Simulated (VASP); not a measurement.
# BaRe (Pm-3m) in VASP: a series of runs

Aim: see how the results for BaRe move with the level of theory and the settings. Levels: PBE, LDA, PBEsol. Tasks: single point.

Everything below comes from runs of VASP 6.6.1. Logs are shortened: lines on timing, memory, paths and dates and some standing lists are left out, and cuts for length are marked.

### 1 The cell of the first run

Symmetry: Pm-3m, No. 221, cubic system. The conventional cell has a = 3.723 Å, b = 3.723 Å, c = 3.723 Å, α = 90.00°, β = 90.00°, γ = 90.00°. Within 4.2 Å of Ba (site symmetry m-3m) lie 8 Re at 3.22 Å and 6 Ba at 3.72 Å. Re (site symmetry m-3m) has 8 Ba at 3.22 Å and 6 Re at 3.72 Å within 4.2 Å.

### 2 Single point, PBE (25.81 Å³/atom)

The input, INCAR:

```
ALGO = Normal
EDIFF = 1E-6
ENCUT = 560
GGA = PE
GGA_COMPAT = False
ISIF = 2
ISMEAR = 0
LASPH = True
LCHARG = True
LELF = True
LREAL = False
LVHAR = True
LWAVE = False
NBANDS = 20
NELM = 120
PREC = Accurate
SIGMA = 0.05
```

The input, KPOINTS:

```
k-points
0
Gamma
  8 8 8
```

The input, POSCAR:

```
BaRe
1.0
    3.7233438108      0.0000000000      0.0000000000
    0.0000000000      3.7233438108      0.0000000000
    0.0000000000      0.0000000000      3.7233438108
Ba Re
1 1
Direct
    0.0000000000      0.0000000000      0.0000000000
    0.5000000000      0.5000000000      0.5000000000
```

Potentials or basis: VASP PAW PBE potentials, release 64 (Ba_sv, Re_sv_GW).

Run with:

```sh
$ cat potpaw_PBE.64/Ba_sv/POTCAR potpaw_PBE.64/Re_sv_GW/POTCAR > POTCAR
$ mpirun -np 1 vasp_std > vasp.out
```

OUTCAR:

```text
EDIFF = 1E-6
   ENCUT = 560
   GGA = PE
   ISIF = 2
   ISMEAR = 0
   LASPH = True
   LREAL = False
   NELM = 120
   PREC = Accurate

 ion  position               nearest neighbor table
   1  0.000  0.000  0.000-   2 3.22   2 3.22   2 3.22   2 3.22   2 3.22   2 3.22   2 3.22   2 3.22

   2  0.500  0.500  0.500-   1 3.22   1 3.22   1 3.22   1 3.22   1 3.22   1 3.22   1 3.22   1 3.22

  LATTYP: Found a simple cubic cell.
 ALAT       =     3.7233438108

  Lattice vectors:

 A1 = (   3.7233438108,   0.0000000000,   0.0000000000)
 A2 = (   0.0000000000,   3.7233438108,   0.0000000000)
 A3 = (   0.0000000000,   0.0000000000,   3.7233438108)

Analysis of symmetry for initial positions (statically):
=====================================================================
 Subroutine PRICEL returns:
 Original cell was already a primitive cell.

 Routine SETGRP: Setting up the symmetry group for a
 simple cubic supercell.

 Subroutine GETGRP returns: Found 48 space group operations
 (whereof 48 operations were pure point group operations)
 out of a pool of 48 trial point group operations.

The static configuration has the point symmetry O_h .

Analysis of symmetry for dynamics (positions and initial velocities):
=====================================================================
 Subroutine PRICEL returns:
 Original cell was already a primitive cell.

 Routine SETGRP: Setting up the symmetry group for a
 simple cubic supercell.

 Subroutine GETGRP returns: Found 48 space group operations
 (whereof 48 operations were pure point group operations)
 out of a pool of 48 trial point group operations.

The dynamic configuration has the point symmetry O_h .

 Subroutine INISYM returns: Found 48 space group operations
 (whereof 48 operations are pure point group operations),
 and found     1 'primitive' translations

----------------------------------------------------------------------------------------

                                     Primitive cell

  volume of cell :      51.6178

  direct lattice vectors                    reciprocal lattice vectors
     3.723343811  0.000000000  0.000000000     0.268575789  0.000000000  0.000000000
     0.000000000  3.723343811  0.000000000     0.000000000  0.268575789  0.000000000
     0.000000000  0.000000000  3.723343811     0.000000000  0.000000000  0.268575789

  length of vectors
     3.723343811  3.723343811  3.723343811     0.268575789  0.268575789  0.268575789

  position of ions in fractional coordinates (direct lattice)
     0.000000000  0.000000000  0.000000000
     0.500000000  0.500000000  0.500000000

  ion indices of the primitive-cell ions
   primitive index   ion index
                 1           1
                 2           2

----------------------------------------------------------------------------------------

 KPOINTS: k-points

Automatic generation of k-mesh.
 Grid dimensions read from file:
 generate k-points for:    8    8    8

 Generating k-lattice:

  Cartesian coordinates                     Fractional coordinates (reciprocal lattice)
     0.033571974  0.000000000  0.000000000     0.125000000  0.000000000  0.000000000
     0.000000000  0.033571974  0.000000000     0.000000000  0.125000000  0.000000000
     0.000000000  0.000000000  0.033571974     0.000000000  0.000000000  0.125000000

  Length of vectors
     0.033571974  0.033571974  0.033571974

  Shift w.r.t. Gamma in fractional coordinates (k-lattice)
     0.000000000  0.000000000  0.000000000

 Subroutine IBZKPT returns following result:
 ===========================================

 Found     35 irreducible k-points:

 Following reciprocal coordinates:
            Coordinates               Weight
  0.000000  0.000000  0.000000      1.000000
  0.125000  0.000000  0.000000      6.000000
  0.250000  0.000000  0.000000      6.000000
  0.375000  0.000000  0.000000      6.000000
  0.500000  0.000000  0.000000      3.000000
  0.125000  0.125000  0.000000     12.000000
[... 16 lines left out ...]
  0.375000  0.375000  0.125000     24.000000
  0.500000  0.375000  0.125000     24.000000
 [... further k-points ...]
   k-points           NKPTS =     35   k-points in BZ     NKDIM =     35   number of bands    NBANDS=     20
   number of dos      NEDOS =    301   number of ions     NIONS =      2
   total plane-waves  NPLWV =  27000
   dimension x,y,z NGX =    30 NGY =   30 NGZ =   30
   dimension x,y,z NGXF=    60 NGYF=   60 NGZF=   60
   ions per type =               1   1
   NGX,Y,Z   is equivalent  to a cutoff of  13.39, 13.39, 13.39 a.u.
   NGXF,Y,Z  is equivalent  to a cutoff of  26.79, 26.79, 26.79 a.u.
 SYSTEM =  unknown system
   PREC   = accura    normal or accurate (medium, high low for compatibility)
   ISTART =      0    job   : 0-new  1-cont  2-samecut
   ICHARG =      2    charge: 1-file 2-atom 10-const
   ISPIN  =      1    spin polarized calculation?
   LNONCOLLINEAR =      F non collinear calculations
[... 79 lines left out ...]
      6      -6.3197      2.00000
[... 12 lines left out ...]
     19      12.8888      0.00000
     20      13.8341      0.00000

 k-point     3 :       0.2500    0.0000    0.0000
  band No.  band energies     occupation
      1     -73.8944      2.00000
      2     -35.7411      2.00000
      3     -35.7278      2.00000
      4     -35.7278      2.00000
      5     -21.1769      2.00000
      6      -6.9079      2.00000
[... 12 lines left out ...]
     19      12.2980      0.00000
     20      13.3418      0.00000

 k-point     4 :       0.3750    0.0000    0.0000
  band No.  band energies     occupation
      1     -73.8941      2.00000
      2     -35.7497      2.00000
      3     -35.7268      2.00000
      4     -35.7268      2.00000
      5     -21.1212      2.00000
      6      -7.4136      2.00000
[... 12 lines left out ...]
     19      12.8799      0.00000
     20      13.5914      0.00000

 k-point     5 :       0.5000    0.0000    0.0000
  band No.  band energies     occupation
      1     -73.8941      2.00000
      2     -35.7534      2.00000
      3     -35.7266      2.00000
      4     -35.7266      2.00000
      5     -21.0977      2.00000
      6      -7.6057      2.00000
[... 12 lines left out ...]
     19      12.6948      0.00000
     20      15.0470      0.00000

 k-point     6 :       0.1250    0.1250    0.0000
  band No.  band energies     occupation
      1     -73.8944      2.00000
      2     -35.7320      2.00000
      3     -35.7318      2.00000
      4     -35.7281      2.00000
      5     -21.2100      2.00000
      6      -6.3592      2.00000
[... 12 lines left out ...]
     19      13.5630      0.00000
     20      13.7244      0.00000

 k-point     7 :       0.2500    0.1250    0.0000
  band No.  band energies     occupation
      1     -73.8944      2.00000
      2     -35.7408      2.00000
      3     -35.7312      2.00000
      4     -35.7275      2.00000
      5     -21.1577      2.00000
      6      -6.8747      2.00000
[... 12 lines left out ...]
     19      12.9485      0.00000
     20      13.3906      0.00000
[... 277 lines left out ...]
 k-point    20 :       0.2500    0.2500    0.1250
  band No.  band energies     occupation
      1     -73.8941      2.00000
      2     -35.7397      2.00000
      3     -35.7391      2.00000
      4     -35.7301      2.00000
      5     -21.0925      2.00000
      6      -6.8191      2.00000
[... 12 lines left out ...]
     19      11.5466      0.00000
     20      15.4539      0.00000

 k-point    21 :       0.3750    0.2500    0.1250
  band No.  band energies     occupation
      1     -73.8940      2.00000
      2     -35.7478      2.00000
      3     -35.7385      2.00000
      4     -35.7295      2.00000
      5     -21.0454      2.00000
      6      -7.1860      2.00000
[... 12 lines left out ...]
     19      12.3789      0.00000
     20      15.0438      0.00000

 k-point    22 :       0.5000    0.2500    0.1250
  band No.  band energies     occupation
      1     -73.8940      2.00000
      2     -35.7513      2.00000
      3     -35.7381      2.00000
      4     -35.7293      2.00000
      5     -21.0256      2.00000
      6      -7.3527      2.00000
[... 12 lines left out ...]
     19      12.8874      0.00000
     20      15.2029      0.00000

 k-point    23 :       0.3750    0.3750    0.1250
  band No.  band energies     occupation
      1     -73.8940      2.00000
      2     -35.7470      2.00000
      3     -35.7467      2.00000
      4     -35.7290      2.00000
      5     -21.0029      2.00000
      6      -7.0871      2.00000
[... 12 lines left out ...]
     19      12.8003      0.00000
     20      15.0016      0.00000

 k-point    24 :       0.5000    0.3750    0.1250
  band No.  band energies     occupation
      1     -73.8939      2.00000
      2     -35.7501      2.00000
      3     -35.7464      2.00000
      4     -35.7285      2.00000
      5     -20.9850      2.00000
      6      -7.2081      2.00000
[... 12 lines left out ...]
     19      13.3364      0.00000
     20      14.7849      0.00000

 [... further k-points ...]

------------------------ aborting loop because EDIFF is reached ----------------------------------------

  FORCE on cell =-STRESS in cart. coord.  units (eV):
  Direction    XX          YY          ZZ          XY          YZ          ZX
  --------------------------------------------------------------------------------------
  -------------------------------------------------------------------------------------
  Total        0.4262933      0.4262933      0.4262933      0.0000000      0.0000000      0.0000000
  in kB       13.2318213     13.2318213     13.2318213      0.0000000      0.0000000      0.0000000
  external PRESSURE =      13.2318213 kB  Pullay stress =       0.0000000 kB

 VOLUME and BASIS-vectors are now :
 -----------------------------------------------------------------------------
  energy-cutoff  :      560.00
  volume of cell :       51.62
      direct lattice vectors                 reciprocal lattice vectors
     3.723343811  0.000000000  0.000000000     0.268575789  0.000000000  0.000000000
     0.000000000  3.723343811  0.000000000     0.000000000  0.268575789  0.000000000
     0.000000000  0.000000000  3.723343811     0.000000000  0.000000000  0.268575789

 POSITION                                       TOTAL-FORCE (eV/Angst)
 -----------------------------------------------------------------------------------
      0.00000      0.00000      0.00000         0.000000      0.000000      0.000000
      1.86167      1.86167      1.86167         0.000000      0.000000      0.000000
 -----------------------------------------------------------------------------------
    total drift:                                0.000000      0.000000      0.000000

  FREE ENERGIE OF THE ION-ELECTRON SYSTEM (eV)
  ---------------------------------------------------
  free  energy   TOTEN  =       -11.7447964371 eV

  energy  without entropy=      -11.7357776000  energy(sigma->0) =      -11.74028702
```

Run time: 20 s. Hardware: 1 thread of Intel Xeon 6975P-C (Granite Rapids), shared host; peak memory 0.2 GiB.

Results:

```yaml
Free_energy: -11.7448 eV
Pressure: 1.3 GPa
Band_gap_on_the_k_mesh: zero (an odd number of electrons rules out a gap without spin polarisation)
```

Levels at points of the mesh, in eV from the Fermi level:
```
           k point  band 8  band 9  band 10  band 11  band 12  band 13  band 14  band 15  band 16  band 17
(0.00, 0.00, 0.00)  -11.43   -4.35    -2.51    -2.51    -0.02    -0.02    -0.02     4.18     4.18     8.30
(0.50, 0.00, 0.00)  -11.37   -1.54    -1.12    -0.41     0.14     0.14     0.33     1.40     1.84     3.48
(0.50, 0.50, 0.00)  -11.15   -3.51    -1.77    -1.11    -1.11     1.13     1.15     3.74     3.74     4.98
(0.50, 0.50, 0.50)  -12.48   -0.22    -0.22    -0.22     0.10     0.10     0.10     1.21     1.21     2.05
```

Caveat: spin-orbit coupling is left out, which moves the levels of the heavy elements.

### 3 Single point, LDA

The input, INCAR:

```
PREC = Accurate
ENCUT = 560
EDIFF = 1E-6
ISMEAR = 0
SIGMA = 0.05
LREAL = False
LASPH = True
NELM = 120
ALGO = Normal
ISIF = 2
LWAVE = False
LCHARG = True
GGA = CA
LELF = True
LVHAR = True
NBANDS = 20
GGA_COMPAT = False
```

The input, KPOINTS:

```
Automatic mesh
0
Gamma
  8 8 8
```

POSCAR is that of step 2.

Potentials or basis: VASP PAW LDA potentials, release 64 (Ba_sv, Re_sv_GW).

Run with:

```sh
$ cat potpaw_LDA.64/Ba_sv/POTCAR potpaw_LDA.64/Re_sv_GW/POTCAR > POTCAR
$ mpirun -np 1 vasp_std > vasp.out
```

Wall time 45 s (1 thread of Intel Xeon Platinum 8375C at 2.90GHz (Ice Lake), shared host); peak memory 0.18 GiB.

Results (log left out):

- Free energy: -13.4879 eV
- Pressure: -4.5 GPa
- Band gap on the k mesh: zero (an odd number of electrons rules out a gap without spin polarisation)

Levels at points of the mesh, in eV from the Fermi level:
```tsv
k point	band 10	band 11	band 12	band 13	band 14	band 15
(0.00, 0.00, 0.00)	-2.53	-2.53	-0.02	-0.02	-0.02	4.13
(0.50, 0.00, 0.00)	-1.11	-0.41	0.15	0.15	0.33	1.36
(0.50, 0.50, 0.00)	-1.79	-1.11	-1.11	1.09	1.10	3.79
(0.50, 0.50, 0.50)	-0.19	-0.19	0.11	0.11	0.11	1.16
```

Caveat: the cell stands under tension; spin-orbit coupling is left out, which moves the levels of the heavy elements.

### 4 Single point, PBE

The input, INCAR:

```
SYSTEM = BaRe
PREC     = Accurate       ! precision mode
ENCUT    = 560            ! plane-wave cutoff, eV
EDIFF    = 1E-6           ! SCF threshold, eV
ISMEAR   = 0              ! smearing method
SIGMA    = 0.05           ! smearing width, eV
LREAL    = .FALSE.        ! projectors in reciprocal space
LASPH    = .TRUE.         ! aspherical terms in the spheres
NELM     = 120            ! most SCF steps
ALGO     = Normal         ! electronic algorithm
ISIF     = 2              ! what is computed and relaxed
LWAVE    = .FALSE.        ! write WAVECAR
LCHARG   = .FALSE.        ! write CHGCAR
GGA      = PE             ! functional
NBANDS   = 20             ! bands
GGA_COMPAT= .FALSE.
```

The input, KPOINTS:

```
Automatic mesh
0
Gamma
  8 8 8
  0.5 0.5 0.5
```

POSCAR is that of step 3.

Potentials or basis: VASP PAW PBE potentials, release 64 (Ba_sv, Re_sv_GW).

Run with:

```sh
$ cat potpaw_PBE.64/Ba_sv/POTCAR potpaw_PBE.64/Re_sv_GW/POTCAR > POTCAR
$ mpirun -np 1 vasp_std > vasp.out
```

It took 13 s on 1 thread of Intel Xeon 6975P-C (Granite Rapids), shared host; peak memory 0.19 GiB.

It converged, with:

* Free energy: -11.7290 eV
* Pressure: 1.0 GPa
* Band gap on the k mesh: zero (an odd number of electrons rules out a gap without spin polarisation)

Levels at points of the mesh, in eV from the Fermi level:
```tsv
k point	band 11	band 12	band 13	band 14	band 15	band 16
(0.06, 0.06, 0.06)	-2.36	-0.06	-0.06	0.11	4.11	4.11
```

Caveat: spin-orbit coupling is left out, which moves the levels of the heavy elements.

### 5 Single point, PBEsol

The input, INCAR:

```
PREC = Accurate
ENCUT = 560
EDIFF = 1E-6
ISMEAR = 0
SIGMA = 0.05
LREAL = F
LASPH = T
NELM = 120
ALGO = Normal
ISIF = 2
LWAVE = F
LCHARG = F
GGA = PS
NBANDS = 20
GGA_COMPAT = F
```

The input, KPOINTS:

```
regular mesh
0
Gamma
  8 8 8
```

POSCAR is that of step 4.

Run with:

```sh
$ cat potpaw_PBE.64/Ba_sv/POTCAR potpaw_PBE.64/Re_sv_GW/POTCAR > POTCAR
$ mpirun -np 1 vasp_std > vasp.out
```

Run time: 34 s. Hardware: 1 thread of Intel Xeon 6975P-C (Granite Rapids), shared host; peak memory 0.2 GiB.

The run converged. Its results:

- Free energy: -12.9385 eV
- Pressure: -2.9 GPa
- Band gap on the k mesh: zero (an odd number of electrons rules out a gap without spin polarisation)

Levels at points of the mesh, in eV from the Fermi level:
| k point | band 8 | band 9 | band 10 | band 11 | band 12 | band 13 | band 14 | band 15 | band 16 | band 17 |
| --- | --- | --- | --- | --- | --- | --- | --- | --- | --- | --- |
| (0.00, 0.00, 0.00) | -11.37 | -4.41 | -2.53 | -2.53 | -0.02 | -0.02 | -0.02 | 4.15 | 4.15 | 8.28 |
| (0.50, 0.00, 0.00) | -11.31 | -1.55 | -1.14 | -0.44 | 0.15 | 0.15 | 0.33 | 1.35 | 1.79 | 3.48 |
| (0.50, 0.50, 0.00) | -11.09 | -3.55 | -1.79 | -1.11 | -1.11 | 1.09 | 1.12 | 3.74 | 3.74 | 4.96 |
| (0.50, 0.50, 0.50) | -12.44 | -0.23 | -0.23 | -0.23 | 0.11 | 0.11 | 0.11 | 1.19 | 1.19 | 1.95 |

Caveat: the PAW data sets were made with another functional, which shifts forces and pressure a little; spin-orbit coupling is left out, which moves the levels of the heavy elements.

### 6 Single point, PBE (24.39 Å³/atom)

This run uses another cell than the first one, of 24.39 Å³/atom.

The input, INCAR:

```
  ALGO = Normal
  EDIFF = 1E-6
  ENCUT = 560
  GGA = PE
  GGA_COMPAT = False
  ISIF = 2
  ISMEAR = 0
  LASPH = True
  LCHARG = False
  LREAL = False
  LWAVE = False
  NBANDS = 20
  NELM = 120
  PREC = Accurate
  SIGMA = 0.05
```

The input, KPOINTS:

```
k-points
0
Gamma
  8 8 8
```

The input, POSCAR:

```
BaRe
1.0
    3.6537913502      0.0000000000      0.0000000000
    0.0000000000      3.6537913502      0.0000000000
    0.0000000000      0.0000000000      3.6537913502
Ba Re
1 1
Direct
    0.0000000000      0.0000000000      0.0000000000
    0.5000000000      0.5000000000      0.5000000000
```

Potentials or basis: VASP PAW PBE potentials, release 64 (Ba_sv, Re_sv_GW).

Run with:

```sh
$ cat potpaw_PBE.64/Ba_sv/POTCAR potpaw_PBE.64/Re_sv_GW/POTCAR > POTCAR
$ mpirun -np 1 vasp_std > vasp.out
```

It took 37 s on 1 thread of AMD EPYC 7R13 (Zen 3), shared host; peak memory 0.16 GiB.

Results (log left out):

```
Free energy            : -11.6864 eV
Pressure               : 4.6 GPa
Band gap on the k mesh : zero (an odd number of electrons rules out a gap without spin polarisation)
```

Levels at points of the mesh, in eV from the Fermi level:
| k point | band 9 | band 10 | band 11 | band 12 | band 13 | band 14 | band 15 | band 16 |
| --- | --- | --- | --- | --- | --- | --- | --- | --- |
| (0.00, 0.00, 0.00) | -4.39 | -2.79 | -2.79 | -0.07 | -0.07 | -0.07 | 4.29 | 4.29 |
| (0.50, 0.00, 0.00) | -1.73 | -0.97 | -0.38 | 0.17 | 0.17 | 0.32 | 1.55 | 1.69 |
| (0.50, 0.50, 0.00) | -3.76 | -1.91 | -1.26 | -1.26 | 1.21 | 1.22 | 4.03 | 4.03 |
| (0.50, 0.50, 0.50) | -0.35 | -0.35 | -0.35 | 0.19 | 0.19 | 0.19 | 1.28 | 1.28 |

Caveat: the cell stands under pressure; spin-orbit coupling is left out, which moves the levels of the heavy elements.

### 7 The runs side by side

```tsv
level	potentials or basis	cell	k mesh	gap on the mesh (eV)	pressure (GPa)
PBE	VASP PAW PBE potentials, release 64 (Ba_sv, Re_sv_GW)	a = 3.723 Å, 2 atoms	8 × 8 × 8	none	1.3
LDA	VASP PAW LDA potentials, release 64 (Ba_sv, Re_sv_GW)	a = 3.723 Å, 2 atoms	8 × 8 × 8	none	-4.5
PBE	VASP PAW PBE potentials, release 64 (Ba_sv, Re_sv_GW)	a = 3.723 Å, 2 atoms	8 × 8 × 8, shifted	none	1.0
PBEsol	VASP PAW PBE potentials, release 64 (Ba_sv, Re_sv_GW)	a = 3.723 Å, 2 atoms	8 × 8 × 8	none	-2.9
PBE	VASP PAW PBE potentials, release 64 (Ba_sv, Re_sv_GW)	a = 3.654 Å, 2 atoms	8 × 8 × 8	none	4.6
```

Alike in all rows: task single point; no spin polarisation; cutoff (eV) 560; smearing gaussian 0.05 eV.

Caveats: spin-orbit coupling is left out, which moves the levels of the heavy elements; the cell stands under tension (at least some runs); the PAW data sets were made with another functional, which shifts forces and pressure a little (at least some runs); the cell stands under pressure (at least some runs).

Total energies depend on the potentials used, so only differences within one code and one set of settings carry meaning.
